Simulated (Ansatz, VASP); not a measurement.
## One calculation of SiC, two programs

INCAR

```
SYSTEM = SiC
ALGO = Normal ; EDIFF = 1E-6
ENCUT = 520 ; GGA = PE
ISIF = 2 ; ISMEAR = 0
LASPH = .True. ; LCHARG = .False.
LREAL = .False. ; LWAVE = .False.
NBANDS = 11 ; NELM = 60
PREC = Accurate ; SIGMA = 0.05
```

The input KPOINTS:

```
k-points
0
Gamma
  10 10 10
  0 0 0
```

Contents of POSCAR:

```
SiC
1.0
    0.0000000000      2.0256242857      2.0256242857
    2.1898640927     -0.1642398070      2.1898640927
    2.1898640927      2.1898640927     -0.1642398070
Si C
1 1
Direct
    0.0000000000      0.0000000000      0.0000000000
    0.7500000000      0.7500000000      0.7500000000
```

Input for Ansatz:

```yaml
crystal:
  lattice:
    - [0.0, 2.0256242857, 2.0256242857]
    - [2.1898640927, -0.164239807, 2.1898640927]
    - [2.1898640927, 2.1898640927, -0.164239807]
  atoms:
    - { symbol: Si, position: [0.0, 0.0, 0.0] }
    - { symbol: C, position: [0.75, 0.75, 0.75] }
basis:
  ecutwfc: 420
kpoints:
  mp_grid: { grid: [10, 10, 10] }
hamiltonian:
  xc: pbe
scf:
  occupations: { method: gaussian, width: 0.05 }
output:
  forces: true
  stress: true
  eigenvalues: true
```

Change from the starting cell: strain -0.1500 x Voigt [0, 0, 0, 1, 0, 0], atoms carried along.

Alike in both runs: task single point; functional PBE; k mesh 10 × 10 × 10; occupations gaussian, width 0.05 eV; no spin polarisation.

|  | VASP | Ansatz |
| --- | --- | --- |
| version | VASP 6.6.1 | Ansatz 0.2.0 |
| potentials or method | VASP PAW PBE potentials, release 64 (Si, C), cutoff 520 eV | scalar-relativistic, plane waves, PAW |
| valence electrons in the cell | 8 | 8 |

Ansatz gave:

```
gap on the k mesh at the Fermi level (eV)                     : 0.23
least direct gap on the mesh (eV)                             : 2.64
pressure (GPa)                                                : 6.3
traceless stress, the component that is largest in VASP (GPa) : 40.46
rms of the force components (eV/Å)                            : 0.710
```

Q: What did VASP give for the same quantities?

A: gap on the k mesh at the Fermi level (eV): 0.22; least direct gap on the mesh (eV): 2.63; pressure (GPa): 6.3; traceless stress, the component that is largest in VASP (GPa): 40.62; rms of the force components (eV/Å): 0.709.

Atom by atom the forces differ by 0.001 eV/Å (rms over components).
